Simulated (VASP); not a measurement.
A run of VASP 6.6.1:

INCAR

```
SYSTEM = KTaO3
PREC = Accurate
ENCUT = 520
EDIFF = 1E-6
ISMEAR = 0
SIGMA = 0.02
LREAL = .False.
LASPH = .True.
NELM = 60
ALGO = Normal
ISIF = 2
LWAVE = .False.
LCHARG = .False.
GGA = PS
NBANDS = 27
```

KPOINTS

```
Automatic mesh
0
Gamma
  8 8 8
  0 0 0
```

POSCAR

```
KTaO3
1.0
    3.9258277923      0.0000000000      0.0000000000
    0.0000000000      3.9258277923      0.0000000000
    0.0000000000      0.0000000000      3.9258277923
K Ta O
1 1 3
Direct
    0.5000000000      0.5000000000      0.5000000000
    0.0000000000      0.0000000000      0.0000000000
    0.0000000000      0.5000000000      0.0000000000
    0.0000000000      0.0000000000      0.5000000000
    0.5000000000      0.0000000000      0.0000000000
```

Potentials or basis: VASP PAW PBE potentials, release 64 (K_sv, Ta_pv, O).

Command:

```sh
$ cat potpaw_PBE.64/K_sv/POTCAR potpaw_PBE.64/Ta_pv/POTCAR potpaw_PBE.64/O/POTCAR > POTCAR
$ mpirun -np 1 vasp_std > vasp.out
```

Hardware: 1 thread of Intel Xeon 8259CL, on a shared host.

Problem. How long does it take, and how much memory?

Solution. Run time: 87 s on 1 thread of Intel Xeon 8259CL, on a shared host, peak memory 0.21 GiB. Counts: scf iterations 13, k points 35.
